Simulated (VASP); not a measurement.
# GaSb (F-43m) in VASP: further runs

GaSb is run at these levels: PBE0, LAK; tasks: relaxation of cell and atoms.

Program: VASP 6.6.1. These are calculated values, not measurements. Logs are shortened: lines on timing, memory, paths and dates and some standing lists are left out, and cuts for length are marked.

## (1) The cell of the first run

Symmetry: F-43m, No. 216, cubic system. Conventional cell: a = 6.118 Å, b = 6.118 Å, c = 6.118 Å, α = 90.00°, β = 90.00°, γ = 90.00°. Sb (site symmetry -43m) has 4 Ga at 2.65 Å within 3.5 Å. Within 3.5 Å of Ga (site symmetry -43m) lie 4 Sb at 2.65 Å.

## (2) Relaxation of cell and atoms, PBE0

POSCAR

```
GaSb
1.0
    0.0000000000      3.0590000000      3.0590000000
    3.0590000000      0.0000000000      3.0590000000
    3.0590000000      3.0590000000      0.0000000000
Sb Ga
1 1
Direct
    0.7500000000      0.7500000000      0.7500000000
    0.0000000000      0.0000000000      0.0000000000
```

INCAR.step1

```
SYSTEM = GaSb
ALGO     = Normal         ! electronic algorithm
EDIFF    = 1E-5           ! SCF threshold, eV
ENCUT    = 600            ! plane-wave cutoff, eV
GGA      = PE             ! functional
ISMEAR   = -1             ! smearing method
LASPH    = .True.         ! aspherical terms in the spheres
LCHARG   = .False.        ! write CHGCAR
LREAL    = .False.        ! projectors in reciprocal space
LWAVE    = .True.         ! write WAVECAR
NBANDS   = 16             ! bands
NELM     = 100            ! most SCF steps
PREC     = Accurate       ! precision mode
SIGMA    = 0.05           ! smearing width, eV
```

INCAR.step2

```
SYSTEM = GaSb
AEXX     = 0.25           ! exact-exchange fraction
ALGO     = Normal         ! electronic algorithm
EDIFF    = 1E-6           ! SCF threshold, eV
EDIFFG   = -0.01          ! ionic threshold
ENCUT    = 600            ! plane-wave cutoff, eV
GGA      = PE             ! functional
IBRION   = 2              ! ionic algorithm
ISIF     = 3              ! what is computed and relaxed
ISMEAR   = -1             ! smearing method
ISTART   = 1            
LASPH    = .True.         ! aspherical terms in the spheres
LCHARG   = .False.        ! write CHGCAR
LHFCALC  = .True.         ! exact exchange
LREAL    = .False.        ! projectors in reciprocal space
LWAVE    = .False.        ! write WAVECAR
NELM     = 100            ! most SCF steps
NSW      = 60             ! ionic steps
PREC     = Accurate       ! precision mode
PRECFOCK = Normal       
SIGMA    = 0.05           ! smearing width, eV
```

KPOINTS

```
k-points
0
Gamma
  4 4 4
  0 0 0
```

Potentials or basis: VASP PAW PBE potentials, release 64 (Sb, Ga_d).

Started as:

```console
> cat potpaw_PBE.64/Sb/POTCAR potpaw_PBE.64/Ga_d/POTCAR > POTCAR
> cp INCAR.step1 INCAR
> mpirun -np 1 vasp_std > vasp.out
> cp INCAR.step2 INCAR
> mpirun -np 1 vasp_std > vasp.out
```

OUTCAR:

```text
SYSTEM = GaSb
   AEXX = 0.25
   EDIFF = 1E-6
   EDIFFG = -0.01
   ENCUT = 600
   GGA = PE
   IBRION = 2
   ISIF = 3
   ISMEAR = -1
   ISTART = 1
   LASPH = .True.
   LHFCALC = .True.
   LREAL = .False.
   NELM = 100
   NSW = 60
   PREC = Accurate
   PRECFOCK = Normal

 ion  position               nearest neighbor table
   1  0.750  0.750  0.750-   2 2.65   2 2.65   2 2.65   2 2.65
   2  0.000  0.000  0.000-   1 2.65   1 2.65   1 2.65   1 2.65

  LATTYP: Found a face centered cubic cell.
 ALAT       =     6.1180000000

  Lattice vectors:

 A1 = (   0.0000000000,   3.0590000000,   3.0590000000)
 A2 = (   3.0590000000,   0.0000000000,   3.0590000000)
 A3 = (   3.0590000000,   3.0590000000,   0.0000000000)

Analysis of symmetry for initial positions (statically):
=====================================================================
 Subroutine PRICEL returns:
 Original cell was already a primitive cell.

 Routine SETGRP: Setting up the symmetry group for a
 face centered cubic supercell.

 Subroutine GETGRP returns: Found 24 space group operations
 (whereof 24 operations were pure point group operations)
 out of a pool of 48 trial point group operations.

The static configuration has the point symmetry T_d .

Analysis of symmetry for dynamics (positions and initial velocities):
=====================================================================
 Subroutine PRICEL returns:
 Original cell was already a primitive cell.

 Routine SETGRP: Setting up the symmetry group for a
 face centered cubic supercell.

 Subroutine GETGRP returns: Found 24 space group operations
 (whereof 24 operations were pure point group operations)
 out of a pool of 48 trial point group operations.

The dynamic configuration has the point symmetry T_d .

 Subroutine INISYM returns: Found 24 space group operations
 (whereof 24 operations are pure point group operations),
 and found     1 'primitive' translations

----------------------------------------------------------------------------------------

                                     Primitive cell

  volume of cell :      57.2491

  direct lattice vectors                    reciprocal lattice vectors
     0.000000000  3.059000000  3.059000000    -0.163452109  0.163452109  0.163452109
     3.059000000  0.000000000  3.059000000     0.163452109 -0.163452109  0.163452109
     3.059000000  3.059000000  0.000000000     0.163452109  0.163452109 -0.163452109

  length of vectors
     4.326079287  4.326079287  4.326079287     0.283107357  0.283107357  0.283107357

  position of ions in fractional coordinates (direct lattice)
     0.750000000  0.750000000  0.750000000
     0.000000000  0.000000000  0.000000000

  ion indices of the primitive-cell ions
   primitive index   ion index
                 1           1
                 2           2

----------------------------------------------------------------------------------------

 KPOINTS: k-points

Automatic generation of k-mesh.
 Grid dimensions read from file:
 generate k-points for:    4    4    4

 Generating k-lattice:

  Cartesian coordinates                     Fractional coordinates (reciprocal lattice)
    -0.040863027  0.040863027  0.040863027     0.250000000  0.000000000  0.000000000
     0.040863027 -0.040863027  0.040863027     0.000000000  0.250000000  0.000000000
     0.040863027  0.040863027 -0.040863027     0.000000000  0.000000000  0.250000000

  Length of vectors
     0.070776839  0.070776839  0.070776839

  Shift w.r.t. Gamma in fractional coordinates (k-lattice)
     0.000000000  0.000000000  0.000000000

 Subroutine IBZKPT returns following result:
 ===========================================

 Found      8 irreducible k-points:

 Following reciprocal coordinates:
            Coordinates               Weight
  0.000000  0.000000  0.000000      1.000000
  0.250000  0.000000  0.000000      8.000000
  0.500000  0.000000  0.000000      4.000000
  0.250000  0.250000  0.000000      6.000000
  0.500000  0.250000  0.000000     24.000000
 -0.250000  0.250000  0.000000     12.000000
[... 43 lines left out ...]

 val. band max:        4.1182988067   @ k =   0.0000   0.0000   0.0000
 cond. band min:       5.7163307388   @ k =   0.0000   0.0000   0.0000
 fundamental gap:      1.5980319320
 Fermi energy:         4.9427629838

 k-point     1 :       0.0000    0.0000    0.0000
  band No.  band energies     occupation
      1     -13.5989      2.00000
      2     -13.5989      2.00000
      3     -13.5989      2.00000
      4     -13.5472      2.00000
      5     -13.5472      2.00000
      6      -8.4857      2.00000
      7       4.1183      2.00000
      8       4.1183      2.00000
      9       4.1183      2.00000
     10       5.7163      0.00000
     11       8.3259      0.00000
     12       8.3259      0.00000
     13       8.3259      0.00000

 k-point     2 :       0.2500    0.0000    0.0000
  band No.  band energies     occupation
      1     -13.6077      2.00000
      2     -13.5935      2.00000
      3     -13.5935      2.00000
      4     -13.5476      2.00000
      5     -13.5476      2.00000
      6      -7.8074      2.00000
      7      -0.1582      2.00000
      8       3.3726      2.00000
      9       3.3726      2.00000
     10       6.3539      0.00000
     11       9.2442      0.00000
     12       9.2442      0.00000
     13      10.9545      0.00000

 k-point     3 :       0.5000    0.0000    0.0000
  band No.  band energies     occupation
      1     -13.6165      2.00000
      2     -13.5888      2.00000
      3     -13.5888      2.00000
      4     -13.5473      2.00000
      5     -13.5473      2.00000
      6      -6.6789      2.00000
      7      -2.8431      2.00000
      8       2.8645      2.00000
      9       2.8645      2.00000
     10       5.9135      0.00000
     11       9.3339      0.00000
     12       9.3339      0.00000
     13      12.1495      0.00000
[... 49 lines left out ...]
 k-point     7 :       0.5000    0.5000    0.0000
  band No.  band energies     occupation
      1     -13.6319      2.00000
      2     -13.5765      2.00000
      3     -13.5765      2.00000
      4     -13.5574      2.00000
      5     -13.5439      2.00000
      6      -5.7409      2.00000
      7      -3.3234      2.00000
      8       1.3028      2.00000
      9       1.3028      2.00000
     10       6.3298      0.00000
     11       6.6552      0.00000
     12      14.7905      0.00000
     13      14.7905      0.00000

 k-point     8 :      -0.2500    0.5000    0.2500
  band No.  band energies     occupation
      1     -13.6258      2.00000
      2     -13.5835      2.00000
      3     -13.5778      2.00000
      4     -13.5526      2.00000
      5     -13.5470      2.00000
      6      -5.6927      2.00000
      7      -3.1653      2.00000
      8       0.4784      2.00000
      9       0.7372      2.00000
     10       9.4105      0.00000
     11       9.8439      0.00000
     12      10.1615      0.00000
     13      10.3462      0.00000

------------------------ aborting loop because EDIFF is reached ----------------------------------------

  FORCE on cell =-STRESS in cart. coord.  units (eV):
  Direction    XX          YY          ZZ          XY          YZ          ZX
  --------------------------------------------------------------------------------------
  -------------------------------------------------------------------------------------
  Total        0.0064987      0.0064987      0.0064987      0.0000000      0.0000000      0.0000000
  in kB        0.1818733      0.1818733      0.1818733      0.0000000      0.0000000      0.0000000
  external PRESSURE =       0.1818733 kB  Pullay stress =       0.0000000 kB

 VOLUME and BASIS-vectors are now :
 -----------------------------------------------------------------------------
  energy-cutoff  :      600.00
  volume of cell :       57.25
      direct lattice vectors                 reciprocal lattice vectors
     0.000000000  3.059000000  3.059000000    -0.163452109  0.163452109  0.163452109
     3.059000000  0.000000000  3.059000000     0.163452109 -0.163452109  0.163452109
     3.059000000  3.059000000  0.000000000     0.163452109  0.163452109 -0.163452109

 POSITION                                       TOTAL-FORCE (eV/Angst)
 -----------------------------------------------------------------------------------
      4.58850      4.58850      4.58850        -0.000000     -0.000000     -0.000000
      0.00000      0.00000      0.00000         0.000000      0.000000      0.000000
 -----------------------------------------------------------------------------------
    total drift:                               -0.000057     -0.000001     -0.000013

  FREE ENERGIE OF THE ION-ELECTRON SYSTEM (eV)
  ---------------------------------------------------
  free  energy   TOTEN  =        -9.6989748217 eV

  energy  without entropy=       -9.6989748107  energy(sigma->0) =       -9.69897482

 reached required accuracy - stopping structural energy minimisation
```

Run time: 12 min. Hardware: 1 thread of Intel Xeon Platinum 8259CL at 2.50GHz (Skylake/Cascade Lake), shared host; peak memory 0.21 GiB.

Results:

```yaml
Free_energy: -9.6990 eV
Pressure_after_relaxing: 0.0 GPa
Band_gap_on_the_k_mesh: 1.60 eV
```

Final structure:
```yaml
crystal:
  lattice:
    - [0.00000, 3.05900, 3.05900]
    - [3.05900, 0.00000, 3.05900]
    - [3.05900, 3.05900, 0.00000]
  atoms:
    - { symbol: Sb, position: [0.75000, 0.75000, 0.75000] }
    - { symbol: Ga, position: [0.00000, 0.00000, 0.00000] }
```

Levels at points of the mesh, in eV from the valence-band top:
| k point | band 6 | band 7 | band 8 | band 9 | band 10 | band 11 | band 12 | band 13 |
| --- | --- | --- | --- | --- | --- | --- | --- | --- |
| (0.00, 0.00, 0.00) | -12.60 | 0.00 | 0.00 | 0.00 | 1.60 | 4.21 | 4.21 | 4.21 |
| (0.50, 0.00, 0.00) | -10.80 | -6.96 | -1.25 | -1.25 | 1.80 | 5.22 | 5.22 | 8.03 |
| (0.50, 0.50, 0.00) | -9.86 | -7.44 | -2.82 | -2.82 | 2.21 | 2.54 | 10.67 | 10.67 |

Caveat: the k points lie up to 0.44 Å⁻¹ apart in the final cell; the relaxation stopped at its first step, so nothing moved; the PAW data sets were made with another functional, which shifts forces and pressure a little; spin-orbit coupling is left out, which moves the levels of the heavy elements.

## (3) Relaxation of cell and atoms, LAK (27.19 Å³/atom)

This run uses another cell than the first one, of 27.19 Å³/atom.

POSCAR

```
GaSb
1.0
    0.0000000000      3.0071425243      3.0071425243
    3.0071425243      0.0000000000      3.0071425243
    3.0071425243      3.0071425243      0.0000000000
Sb Ga
1 1
Direct
    0.7500000000      0.7500000000      0.7500000000
    0.0000000000      0.0000000000      0.0000000000
```

INCAR.step1

```
  METAGGA = LAK
  ISMEAR = 0
  SIGMA = 0.03
  LWAVE = False
  LCHARG = False
  NSW = 80
  PREC = Accurate
  LASPH = True
  LREAL = False
  ALGO = Normal
  EDIFF = 1E-6
  NELM = 120
  GGA_COMPAT = False
  IBRION = 2
  ISIF = 3
  EDIFFG = -0.005
  NELMIN = 4
  ENCUT = 430
  EFERMI = MIDGAP
  LMIXTAU = True
  KPAR = 2
  POTIM = 0.5
```

INCAR.step3

```
  METAGGA = LAK
  ISMEAR = 0
  SIGMA = 0.03
  LWAVE = False
  LCHARG = False
  PREC = Accurate
  LASPH = True
  LREAL = False
  ALGO = Normal
  EDIFF = 1E-6
  NELM = 120
  GGA_COMPAT = False
  ISIF = 2
  ENCUT = 430
  EFERMI = MIDGAP
  LMIXTAU = True
  KPAR = 2
```

KPOINTS

```
Automatic mesh
0
Gamma
  5 5 5
  0 0 0
```

Potentials or basis: VASP PAW PBE potentials, release 64 (Sb, Ga_d).

Started as:

```console
> cat potpaw_PBE.64/Sb/POTCAR potpaw_PBE.64/Ga_d/POTCAR > POTCAR
> cp INCAR.step1 INCAR
> cp POSCAR.step1 POSCAR
> mpirun -np 2 vasp_std > vasp.out
> cp CONTCAR POSCAR
> mpirun -np 2 vasp_std > vasp.out
> cp CONTCAR POSCAR
> cp INCAR.step3 INCAR
> mpirun -np 2 vasp_std > vasp.out
```

It took 3.4 min on 2 MPI ranks of Intel Xeon Platinum 8488C (Sapphire Rapids), shared host; peak memory 0.17 GiB.

It converged, with:

- Free energy: 41.8995 eV
- Relaxed volume: 30.63 Å³/atom
- Relaxed cell: a = 4.425 Å, b = 4.425 Å, c = 4.425 Å, α = 60.00°, β = 60.00°, γ = 60.00°
- Space group after relaxing (to 0.1 Å): F-43m (No. 216)
- Energy gained by relaxing: 72.5 meV/atom
- Ionic steps: 13
- Pressure after relaxing: 0.0 GPa
- Band gap on the k mesh: 0.19 eV

Step by step:
```
step  energy change (eV)  largest force (eV/Å)  pressure (GPa)  volume (Å³)
   1              0.0000                0.0000            7.65        54.39
   2             -0.1021                0.0000           -2.42        65.26
   3             -0.1375                0.0000            0.14        60.99
   4             -0.1374                0.0000           -0.06        61.20
   5             -0.1375                0.0000            0.05        61.10
   6             -0.1375                0.0000            0.04        61.11
   7             -0.1374                0.0000           -0.05        61.14
   8             -0.1375                0.0000            0.07        61.12
   9             -0.1374                0.0000            0.01        61.13
  10             -0.1451                0.0000            0.10        61.13
  11             -0.1450                0.0000           -0.06        61.30
  12             -0.1451                0.0000            0.04        61.23
  13             -0.1450                0.0000            0.00        61.26
```

Final structure:
```
CELL_PARAMETERS angstrom
0.00000 3.12878 3.12878
3.12878 0.00000 3.12878
3.12878 3.12878 0.00000
ATOMIC_POSITIONS crystal
Sb 0.75000 0.75000 0.75000
Ga 0.00000 0.00000 0.00000
```

Levels at points of the mesh, in eV from the valence-band top:
```
           k point  band 6  band 7  band 8  band 9  band 10  band 11  band 12  band 13
(0.00, 0.00, 0.00)  -11.45    0.00    0.00    0.00     0.19     3.05     3.05     3.05
```

Caveat: the PAW data sets were made with another functional, which shifts forces and pressure a little; spin-orbit coupling is left out, which moves the levels of the heavy elements. Zero-point motion and thermal expansion aren't in these numbers.

## (4) Relaxation of cell and atoms, LAK (27.19 Å³/atom)

This run uses another cell than the first one, of 27.19 Å³/atom.

POSCAR is that of step 3.

Changes to INCAR.step1 since step 3:

```diff
@@ -10,3 +10,3 @@
   ALGO = Normal
-  EDIFF = 1E-6
+  EDIFF = 1E-7
   NELM = 120
@@ -15,5 +15,5 @@
   ISIF = 3
-  EDIFFG = -0.005
+  EDIFFG = -0.002
   NELMIN = 4
-  ENCUT = 430
+  ENCUT = 750
   EFERMI = MIDGAP
```

INCAR.step4

```
  METAGGA = LAK
  ISMEAR = 0
  SIGMA = 0.03
  LWAVE = False
  LCHARG = False
  PREC = Accurate
  LASPH = True
  LREAL = False
  ALGO = Normal
  EDIFF = 1E-7
  NELM = 120
  GGA_COMPAT = False
  ISIF = 2
  ENCUT = 750
  EFERMI = MIDGAP
  LMIXTAU = True
  KPAR = 2
```

KPOINTS

```
Automatic mesh
0
Gamma
  8 8 8
  0 0 0
```

Started as:

```console
> cat potpaw_PBE.64/Sb/POTCAR potpaw_PBE.64/Ga_d/POTCAR > POTCAR
> cp INCAR.step1 INCAR
> cp POSCAR.step1 POSCAR
> mpirun -np 2 vasp_std > vasp.out
> cp CONTCAR POSCAR
> mpirun -np 2 vasp_std > vasp.out
> cp CONTCAR POSCAR
> mpirun -np 2 vasp_std > vasp.out
> cp CONTCAR POSCAR
> cp INCAR.step4 INCAR
> mpirun -np 2 vasp_std > vasp.out
```

Wall time 15 min (2 MPI ranks of Intel Xeon Platinum 8488C (Sapphire Rapids), shared host); peak memory 0.29 GiB.

It converged, with:

| Quantity | Value |
| --- | --- |
| Free energy | 41.8367 eV |
| Relaxed volume | 30.68 Å³/atom |
| Relaxed cell | a = 4.427 Å, b = 4.427 Å, c = 4.427 Å, α = 60.00°, β = 60.00°, γ = 60.00° |
| Space group after relaxing (to 0.1 Å) | F-43m (No. 216) |
| Energy gained by relaxing | 72.3 meV/atom |
| Ionic steps | 9 |
| Pressure after relaxing | 0.0 GPa |
| Band gap on the k mesh | 0.17 eV |

Step by step:
| step | energy change (eV) | largest force (eV/Å) | pressure (GPa) | volume (Å³) |
| --- | --- | --- | --- | --- |
| 1 | 0.0000 | 0.0000 | 7.57 | 54.39 |
| 2 | -0.1110 | 0.0000 | -2.27 | 65.14 |
| 3 | -0.1432 | 0.0000 | 0.12 | 61.19 |
| 4 | -0.1431 | 0.0000 | -0.03 | 61.37 |
| 5 | -0.1432 | 0.0000 | 0.01 | 61.32 |
| 6 | -0.1447 | 0.0000 | 0.03 | 61.32 |
| 7 | -0.1446 | 0.0000 | -0.01 | 61.38 |
| 8 | -0.1446 | 0.0000 | 0.00 | 61.36 |
| 9 | -0.1446 | 0.0000 | 0.00 | 61.36 |

Final structure:
```
Sb Ga
1.0
     0.00000    3.13053    3.13053
     3.13053    0.00000    3.13053
     3.13053    3.13053    0.00000
Sb Ga
1 1
Cartesian
  4.6958 4.6958 4.6958
  0.0000 0.0000 0.0000
```

Levels at points of the mesh, in eV from the valence-band top:
```tsv
k point	band 7	band 8	band 9	band 10	band 11	band 12
(0.00, 0.00, 0.00)	0.00	0.00	0.00	0.17	3.05	3.05
(0.50, 0.00, 0.00)	-6.22	-1.11	-1.11	0.70	4.10	4.10
(0.50, 0.50, 0.00)	-6.74	-2.45	-2.45	1.33	1.73	8.96
```

Caveat: the PAW data sets were made with another functional, which shifts forces and pressure a little; spin-orbit coupling is left out, which moves the levels of the heavy elements.

## (5) Overview

| level | cell | k mesh | cutoff (eV) | smearing | dipole correction | grid for exact exchange (PRECFOCK) | share of exact exchange | tolerance level | purpose | gap on the mesh (eV) | pressure (GPa) | relaxed volume (Å³/atom) |
| --- | --- | --- | --- | --- | --- | --- | --- | --- | --- | --- | --- | --- |
| PBE0 | relaxed from a = 4.326 Å, angles 60.0°, 2 atoms | 4 × 4 × 4 | 600 | fermi-dirac 0.05 eV | no | Normal | 0.25 | - | - | 1.60 | 0.0 | - |
| LAK | relaxed from a = 4.253 Å, angles 60.0°, 2 atoms | 5 × 5 × 5 | 430 | gaussian 0.03 eV | - | - | - | standard | cell | 0.19 | 0.0 | 30.63 |
| LAK | relaxed from a = 4.253 Å, angles 60.0°, 2 atoms | 8 × 8 × 8 | 750 | gaussian 0.03 eV | - | - | - | standard | cell | 0.17 | 0.0 | 30.68 |

Alike in all rows: task relaxation of cell and atoms; potentials or basis VASP PAW PBE potentials, release 64 (Sb, Ga_d); no spin polarisation.

Caveats: some runs use coarse meshes; the PAW data sets were made with another functional, which shifts forces and pressure a little; spin-orbit coupling is left out, which moves the levels of the heavy elements; the relaxation stopped at its first step, so nothing moved (at least some runs).

Absolute energies hang on the potentials; compare differences alone.
